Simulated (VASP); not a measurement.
# Mo in VASP: notebook

Runs on Mo. Level: r2SCAN. Tasks: single point.

All numbers are computed with VASP 6.6.1; they aren't measurements. Logs are shortened: lines on timing, memory, paths and dates and some standing lists are left out, and cuts for length are marked.

## Step 1: The cell of the first run

The structure is cubic, space group Im-3m (No. 229). The conventional cell has a = 3.147 Å, b = 3.147 Å, c = 3.147 Å, α = 90.00°, β = 90.00°, γ = 90.00°. Mo (site symmetry m-3m) has 14 Mo at 2.73 to 3.15 Å within 3.6 Å.

## Step 2: Single point, r2SCAN

Input file POSCAR:

```
Mo
1.0
   -1.5734200000      1.5734200000      1.5734200000
    1.5734200000     -1.5734200000      1.5734200000
    1.5734200000      1.5734200000     -1.5734200000
Mo
1
Direct
    0.0000000000      0.0000000000      0.0000000000
```

Input file INCAR.step1:

```
PREC = Accurate
ENCUT = 520
ISMEAR = -1
SIGMA = 0.05
LREAL = F
LASPH = T
NELM = 60
NBANDS = 13
GGA = PE
ALGO = Normal
EDIFF = 1E-4
LWAVE = T
LCHARG = F
```

Input file INCAR.step2:

```
PREC = Accurate
ENCUT = 520
EDIFF = 1E-7
ISMEAR = -1
SIGMA = 0.05
LREAL = F
LASPH = T
NELM = 60
ALGO = Normal
ISIF = 2
LWAVE = F
LCHARG = F
METAGGA = R2SCAN
LMIXTAU = T
NBANDS = 13
ISTART = 1
```

Input file KPOINTS:

```
regular mesh
0
Gamma
  15 15 15
```

Potentials or basis: VASP PAW PBE potentials, release 64 (Mo_sv).

On the command line:

```sh
cat potpaw_PBE.64/Mo_sv/POTCAR > POTCAR
cp INCAR.step1 INCAR
mpirun -np 1 vasp_std > vasp.out
cp INCAR.step2 INCAR
mpirun -np 1 vasp_std > vasp.out
```

OUTCAR:

```text
PREC = Accurate
   ENCUT = 520
   EDIFF = 1E-7
   ISMEAR = -1
   LREAL = F
   LASPH = T
   NELM = 60
   ISIF = 2
   METAGGA = R2SCAN
   ISTART = 1

 ion  position               nearest neighbor table
   1  0.000  0.000  0.000-

  LATTYP: Found a body centered cubic cell.
 ALAT       =     3.1468400000

  Lattice vectors:

 A1 = (  -1.5734200000,   1.5734200000,   1.5734200000)
 A2 = (   1.5734200000,  -1.5734200000,   1.5734200000)
 A3 = (   1.5734200000,   1.5734200000,  -1.5734200000)

Analysis of symmetry for initial positions (statically):
=====================================================================
 Subroutine PRICEL returns:
 Original cell was already a primitive cell.

 Routine SETGRP: Setting up the symmetry group for a
 body centered cubic supercell.

 Subroutine GETGRP returns: Found 48 space group operations
 (whereof 48 operations were pure point group operations)
 out of a pool of 48 trial point group operations.

The static configuration has the point symmetry O_h .

Analysis of symmetry for dynamics (positions and initial velocities):
=====================================================================
 Subroutine PRICEL returns:
 Original cell was already a primitive cell.

 Routine SETGRP: Setting up the symmetry group for a
 body centered cubic supercell.

 Subroutine GETGRP returns: Found 48 space group operations
 (whereof 48 operations were pure point group operations)
 out of a pool of 48 trial point group operations.

The dynamic configuration has the point symmetry O_h .

 Subroutine INISYM returns: Found 48 space group operations
 (whereof 48 operations are pure point group operations),
 and found     1 'primitive' translations

----------------------------------------------------------------------------------------

                                     Primitive cell

  volume of cell :      15.5810

  direct lattice vectors                    reciprocal lattice vectors
    -1.573420000  1.573420000  1.573420000     0.000000000  0.317779105  0.317779105
     1.573420000 -1.573420000  1.573420000     0.317779105  0.000000000  0.317779105
     1.573420000  1.573420000 -1.573420000     0.317779105  0.317779105  0.000000000

  length of vectors
     2.725243382  2.725243382  2.725243382     0.449407521  0.449407521  0.449407521

  position of ions in fractional coordinates (direct lattice)
     0.000000000  0.000000000  0.000000000

  ion indices of the primitive-cell ions
   primitive index   ion index
                 1           1

----------------------------------------------------------------------------------------

 KPOINTS: regular mesh

Automatic generation of k-mesh.
 Grid dimensions read from file:
 generate k-points for:   15   15   15

 Generating k-lattice:

  Cartesian coordinates                     Fractional coordinates (reciprocal lattice)
     0.000000000  0.021185274  0.021185274     0.066666667  0.000000000  0.000000000
     0.021185274  0.000000000  0.021185274     0.000000000  0.066666667  0.000000000
     0.021185274  0.021185274  0.000000000     0.000000000  0.000000000  0.066666667

  Length of vectors
     0.029960501  0.029960501  0.029960501

  Shift w.r.t. Gamma in fractional coordinates (k-lattice)
     0.000000000  0.000000000  0.000000000

 Subroutine IBZKPT returns following result:
 ===========================================

 Found    120 irreducible k-points:

 Following reciprocal coordinates:
            Coordinates               Weight
  0.000000  0.000000  0.000000      1.000000
  0.066667  0.000000  0.000000     12.000000
  0.133333  0.000000  0.000000     12.000000
  0.200000  0.000000  0.000000     12.000000
  0.266667  0.000000  0.000000     12.000000
  0.333333  0.000000  0.000000     12.000000
[... 16 lines left out ...]
  0.333333  0.200000  0.000000     48.000000
  0.400000  0.200000  0.000000     24.000000
 [... further k-points ...]
   k-points           NKPTS =    120   k-points in BZ     NKDIM =    120   number of bands    NBANDS=     13
   number of dos      NEDOS =    301   number of ions     NIONS =      1
   total plane-waves  NPLWV =   8000
   dimension x,y,z NGX =    20 NGY =   20 NGZ =   20
   dimension x,y,z NGXF=    40 NGYF=   40 NGZF=   40
   ions per type =               1
   NGX,Y,Z   is equivalent  to a cutoff of  12.20, 12.20, 12.20 a.u.
   NGXF,Y,Z  is equivalent  to a cutoff of  24.40, 24.40, 24.40 a.u.
 SYSTEM =  unknown system
   PREC   = accura    normal or accurate (medium, high low for compatibility)
   ISTART =      1    job   : 0-new  1-cont  2-samecut
   ICHARG =      0    charge: 1-file 2-atom 10-const
   ISPIN  =      1    spin polarized calculation?
   LNONCOLLINEAR =      F non collinear calculations
   LSORBIT =      F    spin-orbit coupling
   LASPH  =      T    aspherical Exc in radial PAW
   ENCUT  =  520.0 eV  38.22 Ry    6.18 a.u.   5.07  5.07  5.07*2*pi/ulx,y,z
   NELM   =     60;   NELMIN=  2; NELMDL=  0     # of ELM steps
   EDIFF  = 0.1E-06   stopping-criterion for ELM
   LREAL  =      F    real-space projection
   EDIFFG = 0.1E-05   stopping-criterion for IOM
   NSW    =      0    number of steps for IOM
   IBRION =     -1    ionic relax: 0-MD 1-quasi-New 2-CG
   NFREE  =      0    steps in history (QN), initial steepest desc. (CG)
   ISIF   =      2    stress and relaxation
   ISYM   =      2    0-nonsym 1-usesym 2-fastsym
   POTIM  = 0.5000    time-step for ionic-motion
   TEBEG  =    0.0;   TEEND  =   0.0 temperature during run
   PSTRESS=    0.0 pullay stress
   NELECT =      14.0000    total number of electrons
   NUPDOWN=      -1.0000    fix difference up-down
   EMIN   =  10.00;   EMAX   =-10.00  energy-range for DOS
   EFERMI =   0.00;   METHOD = LEGACY
   ISMEAR =    -1;   SIGMA  =   0.05  broadening in eV -4-tet -1-fermi 0-gaus
   EFERMI_NEDOS =   21; number of points for ismear=-14 and -15
   IALGO  =     38    algorithm
   IMIX   =      4    mixing-type and parameters
     AMIX     =   0.40;   BMIX     =  1.00
     AMIX_MAG =   1.60;   BMIX_MAG =  1.00
  volume/ion in A,a.u.               =      15.58       105.15
  Fermi-wavevector in a.u.,A,eV,Ry     =   1.579742  2.985280 33.954495  2.495585
  Thomas-Fermi vector in A             =   2.680075
   LORBIT       =      0    0 simple, 1 ext, 2 COOP (PROOUT), +10 PAW based schemes
   METAGGA = R2SCAN    functional components
   LHFCALC =     F    Hartree Fock is set to
   AEXX    =    0.0000 exact exchange contribution
   IVDW    =     0    specifies the selected vdW correction
   LEPSILON=     F    determine dielectric tensor
   LRPA    =     F    only Hartree local field effects (RPA)
 non-spin polarized calculation
  energy-cutoff  :      520.00
  volume of cell :       15.58
 maximum number of plane-waves:       432
   NGX = 11   NGY = 11   NGZ = 11

 number of electron      14.0000001 magnetization

 Free energy of the ion-electron system (eV)
  ---------------------------------------------------
  ext. energy  EPLUGINS =         0.00000000
  ---------------------------------------------------
  free energy    TOTEN  =       -26.07878287 eV

  energy without entropy =      -26.07370714  energy(sigma->0) =      -26.07624500

 E-fermi :  12.5566     XC(G=0): -14.6581

 val. band max:       12.5456589376   @ k =  -0.2667   0.2667   0.1333
 cond. band min:      12.5603054186   @ k =   0.1333   0.0667   0.0000
 fundamental gap:      0.0146464811
 Fermi energy:        12.5566058760

 k-point     1 :       0.0000    0.0000    0.0000
  band No.  band energies     occupation
      1     -50.6271      2.00000
      2     -23.0902      2.00000
      3     -23.0902      2.00000
      4     -23.0902      2.00000
      5       4.9286      2.00000
      6      11.1703      2.00000
      7      11.1703      2.00000
      8      11.1703      2.00000
      9      14.5202      0.00000
     10      14.5202      0.00000
     11      28.1013      0.00000
     12      28.1013      0.00000
     13      28.1013      0.00000

 k-point     2 :       0.0667    0.0000    0.0000
  band No.  band energies     occupation
      1     -50.6146      2.00000
      2     -23.1608      2.00000
      3     -23.1118      2.00000
      4     -23.0907      2.00000
      5       5.1361      2.00000
      6      11.0519      2.00000
      7      11.1488      2.00000
      8      11.3640      2.00000
      9      14.3451      0.00000
     10      14.5217      0.00000
     11      28.2548      0.00000
     12      28.4507      0.00000
     13      28.5024      0.00000

 k-point     3 :       0.1333    0.0000    0.0000
  band No.  band energies     occupation
      1     -50.5790      2.00000
      2     -23.3577      2.00000
      3     -23.1723      2.00000
      4     -23.0922      2.00000
      5       5.7135      2.00000
      6      10.7338      2.00000
      7      11.0533      2.00000
      8      11.9332      1.99999
      9      14.0090      0.00000
     10      14.5379      0.00000
     11      28.5716      0.00000
     12      29.3980      0.00000
     13      29.4564      0.00000
[... 305 lines left out ...]
 k-point    23 :       0.3333    0.2000    0.0000
  band No.  band energies     occupation
      1     -50.3177      2.00000
      2     -24.4038      2.00000
      3     -23.7539      2.00000
      4     -23.2427      2.00000
      5       8.0993      2.00000
      6       9.3701      2.00000
      7      11.3470      2.00000
      8      14.2474      0.00000
      9      15.4470      0.00000
     10      19.6917      0.00000
     11      24.6264      0.00000
     12      26.4858      0.00000
     13      29.9572      0.00000

 k-point    24 :       0.4000    0.2000    0.0000
  band No.  band energies     occupation
      1     -50.3070      2.00000
      2     -24.4289      2.00000
      3     -23.7949      2.00000
      4     -23.2458      2.00000
      5       8.0329      2.00000
      6       9.3423      2.00000
      7      11.5643      2.00000
      8      14.3443      0.00000
      9      15.5533      0.00000
     10      20.4114      0.00000
     11      23.9388      0.00000
     12      26.0486      0.00000
     13      29.7555      0.00000

 [... further k-points ...]

------------------------ aborting loop because EDIFF is reached ----------------------------------------

  FORCE on cell =-STRESS in cart. coord.  units (eV):
  Direction    XX          YY          ZZ          XY          YZ          ZX
  --------------------------------------------------------------------------------------
  -------------------------------------------------------------------------------------
  Total        0.2302292      0.2302292      0.2302292     -0.0000000     -0.0000000      0.0000000
  in kB       23.6742927     23.6742927     23.6742927     -0.0000000     -0.0000000      0.0000000
  external PRESSURE =      23.6742927 kB  Pullay stress =       0.0000000 kB

 VOLUME and BASIS-vectors are now :
 -----------------------------------------------------------------------------
  energy-cutoff  :      520.00
  volume of cell :       15.58
      direct lattice vectors                 reciprocal lattice vectors
    -1.573420000  1.573420000  1.573420000     0.000000000  0.317779105  0.317779105
     1.573420000 -1.573420000  1.573420000     0.317779105  0.000000000  0.317779105
     1.573420000  1.573420000 -1.573420000     0.317779105  0.317779105  0.000000000

 POSITION                                       TOTAL-FORCE (eV/Angst)
 -----------------------------------------------------------------------------------
      0.00000      0.00000      0.00000         0.000000     -0.000000     -0.000000
 -----------------------------------------------------------------------------------
    total drift:                                0.000000     -0.000000      0.000000

  FREE ENERGIE OF THE ION-ELECTRON SYSTEM (eV)
  ---------------------------------------------------
  free  energy   TOTEN  =       -26.0787828671 eV

  energy  without entropy=      -26.0737071405  energy(sigma->0) =      -26.07624500
```

Wall time 55 s (1 thread of Intel Xeon 6975P-C (Granite Rapids), shared host); peak memory 0.14 GiB.

What came out:

```yaml
Free_energy: -26.0788 eV
Pressure: 2.4 GPa
Band_gap_on_the_k_mesh: zero (bands 7 and 8 overlap by 5.28 eV)
```

Caveat: the PAW data sets were made with another functional, which shifts forces and pressure a little.

## Step 3: Single point, r2SCAN

Input file POSCAR:

```
Mo
1.0
   -1.5419516000      1.5419516000      1.6382965431
    1.5419516000     -1.5419516000      1.6382965431
    1.5419516000      1.5419516000     -1.6382965431
Mo
1
Direct
    0.0000000000      0.0000000000      0.0000000000
```

Input file INCAR.step1:

```
SYSTEM = Mo
ALGO = Normal ; EDIFF = 1E-4
ENCUT = 520 ; GGA = PE
ISMEAR = -1 ; LASPH = .True.
LCHARG = .False. ; LREAL = .False.
LWAVE = .True. ; NBANDS = 13
NELM = 80 ; PREC = Accurate
SIGMA = 0.05
```

Input file INCAR.step2:

```
SYSTEM = Mo
ALGO = Normal ; EDIFF = 1E-6
ENCUT = 520 ; ISIF = 2
ISMEAR = -1 ; ISTART = 1
LASPH = .True. ; LCHARG = .False.
LMIXTAU = .True. ; LREAL = .False.
LWAVE = .False. ; METAGGA = R2SCAN
NBANDS = 13 ; NELM = 80
PREC = Accurate ; SIGMA = 0.05
```

Input file KPOINTS:

```
k-points
0
Gamma
  15 15 15
  0 0 0
```

Potentials or basis: VASP PAW PBE potentials, release 64 (Mo_sv).

On the command line:

```sh
cat potpaw_PBE.64/Mo_sv/POTCAR > POTCAR
cp INCAR.step1 INCAR
mpirun -np 1 vasp_std > vasp.out
cp INCAR.step2 INCAR
mpirun -np 1 vasp_std > vasp.out
```

Run time: 2 min. Hardware: 1 thread of Intel Xeon 6975P-C (Granite Rapids), shared host; peak memory 0.17 GiB.

It converged, with:

| Item | Value |
| --- | --- |
| Free energy | -26.0405 eV |
| Pressure | 2.7 GPa |
| Band gap on the k mesh | zero (bands 7 and 8 overlap by 4.95 eV) |

Stress tensor (GPa, compression positive):
```
  9.15   0.00   0.00
  0.00   9.15   0.00
  0.00   0.00 -10.22
```

Levels at points of the mesh, in eV from the Fermi level:
```tsv
k point	band 5	band 6	band 7	band 8	band 9	band 10
(0.00, 0.00, 0.00)	-7.67	-1.63	-1.63	-0.92	1.42	2.33
```

Caveat: the stress differs along the axes, from -10 to 9 GPa; the PAW data sets were made with another functional, which shifts forces and pressure a little.

## Step 4: Single point, r2SCAN

Input file POSCAR:

```
Mo
1.0
   -1.5524410667      1.5524410667      1.6162321950
    1.5524410667     -1.5524410667      1.6162321950
    1.5524410667      1.5524410667     -1.6162321950
Mo
1
Direct
    0.0000000000      0.0000000000      0.0000000000
```

Input file INCAR.step1:

```
ALGO     = Normal         # electronic algorithm
EDIFF    = 1E-4           # SCF threshold, eV
ENCUT    = 520            # plane-wave cutoff, eV
GGA      = PE             # functional
ISMEAR   = -1             # smearing method
LASPH    = True           # aspherical terms in the spheres
LCHARG   = False          # write CHGCAR
LREAL    = False          # projectors in reciprocal space
LWAVE    = True           # write WAVECAR
NBANDS   = 13             # bands
NELM     = 80             # most SCF steps
PREC     = Accurate       # precision mode
SIGMA    = 0.05           # smearing width, eV
```

Input file INCAR.step2:

```
ALGO     = Normal         # electronic algorithm
EDIFF    = 1E-6           # SCF threshold, eV
ENCUT    = 520            # plane-wave cutoff, eV
ISIF     = 2              # what is computed and relaxed
ISMEAR   = -1             # smearing method
ISTART   = 1            
LASPH    = True           # aspherical terms in the spheres
LCHARG   = False          # write CHGCAR
LMIXTAU  = True         
LREAL    = False          # projectors in reciprocal space
LWAVE    = False          # write WAVECAR
METAGGA  = R2SCAN         # meta-GGA
NBANDS   = 13             # bands
NELM     = 80             # most SCF steps
PREC     = Accurate       # precision mode
SIGMA    = 0.05           # smearing width, eV
```

Input file KPOINTS:

```
k-points
0
Gamma
  15 15 15
```

Potentials or basis: VASP PAW PBE potentials, release 64 (Mo_sv).

On the command line:

```sh
cat potpaw_PBE.64/Mo_sv/POTCAR > POTCAR
cp INCAR.step1 INCAR
mpirun -np 1 vasp_std > vasp.out
cp INCAR.step2 INCAR
mpirun -np 1 vasp_std > vasp.out
```

OUTCAR:

```text
EDIFF = 1E-6
   ENCUT = 520
   ISIF = 2
   ISMEAR = -1
   ISTART = 1
   LASPH = True
   LREAL = False
   METAGGA = R2SCAN
   NELM = 80
   PREC = Accurate

 ion  position               nearest neighbor table
   1  0.000  0.000  0.000-

  LATTYP: Found a body centered tetragonal cell.
 ALAT       =     3.1048821334
 C/A-ratio  =     1.0410908534

  Lattice vectors:

 A1 = (  -1.5524410667,   1.5524410667,   1.6162321950)
 A2 = (   1.5524410667,  -1.5524410667,   1.6162321950)
 A3 = (   1.5524410667,   1.5524410667,  -1.6162321950)

Analysis of symmetry for initial positions (statically):
=====================================================================
 Subroutine PRICEL returns:
 Original cell was already a primitive cell.

 Routine SETGRP: Setting up the symmetry group for a
 body centered tetragonal supercell.

 Subroutine GETGRP returns: Found 16 space group operations
 (whereof 16 operations were pure point group operations)
 out of a pool of 16 trial point group operations.

The static configuration has the point symmetry D_4h.
[... 166 lines left out ...]
  band No.  band energies     occupation
      1     -50.6206      2.00000
      2     -23.0876      2.00000
      3     -23.0825      2.00000
      4     -23.0825      2.00000
      5       4.9299      2.00000
      6      11.0278      2.00000
      7      11.0279      2.00000
      8      11.5109      2.00000
      9      14.1927      0.00000
     10      14.8143      0.00000
     11      27.5751      0.00000
     12      28.3991      0.00000
     13      28.3991      0.00000
[... 354 lines left out ...]
  band No.  band energies     occupation
      1     -50.4386      2.00000
      2     -24.0041      2.00000
      3     -23.3774      2.00000
      4     -23.1513      2.00000
      5       7.6275      2.00000
      6       9.9582      2.00000
      7      10.4070      2.00000
      8      13.4959      0.00000
      9      14.7054      0.00000
     10      15.2144      0.00000
     11      27.9696      0.00000
     12      29.3245      0.00000
     13      31.8964      0.00000

 [... further k-points ...]

------------------------ aborting loop because EDIFF is reached ----------------------------------------

  FORCE on cell =-STRESS in cart. coord.  units (eV):
  Direction    XX          YY          ZZ          XY          YZ          ZX
  --------------------------------------------------------------------------------------
  -------------------------------------------------------------------------------------
  Total        0.6636255      0.6636255     -0.6001248      0.0000000     -0.0000000      0.0000000
  in kB       68.2401035     68.2401035    -61.7103678      0.0000000     -0.0000000      0.0000000
  external PRESSURE =      24.9232797 kB  Pullay stress =       0.0000000 kB

 VOLUME and BASIS-vectors are now :
 -----------------------------------------------------------------------------
  energy-cutoff  :      520.00
  volume of cell :       15.58
      direct lattice vectors                 reciprocal lattice vectors
    -1.552441067  1.552441067  1.616232195     0.000000000  0.322073418  0.309361490
     1.552441067 -1.552441067  1.616232195     0.322073418  0.000000000  0.309361490
     1.552441067  1.552441067 -1.616232195     0.322073418  0.322073418  0.000000000

 POSITION                                       TOTAL-FORCE (eV/Angst)
 -----------------------------------------------------------------------------------
      0.00000      0.00000      0.00000         0.000000      0.000000     -0.000000
 -----------------------------------------------------------------------------------
    total drift:                                0.000000     -0.000000      0.000000

  FREE ENERGIE OF THE ION-ELECTRON SYSTEM (eV)
  ---------------------------------------------------
  free  energy   TOTEN  =       -26.0619140865 eV

  energy  without entropy=      -26.0575083509  energy(sigma->0) =      -26.05971122
```

Run time: 2.1 min. Hardware: 1 thread of Intel Xeon 6975P-C (Granite Rapids), shared host; peak memory 0.17 GiB.

What came out:

```yaml
Free_energy: -26.0619 eV
Pressure: 2.5 GPa
Band_gap_on_the_k_mesh: zero (bands 7 and 8 overlap by 5.09 eV)
```

Stress tensor (GPa, compression positive):
```
 6.82  0.00  0.00
 0.00  6.82  0.00
 0.00  0.00 -6.17
```

Caveat: the stress differs along the axes, from -6 to 7 GPa; the PAW data sets were made with another functional, which shifts forces and pressure a little.

[end of part 1 of 2]
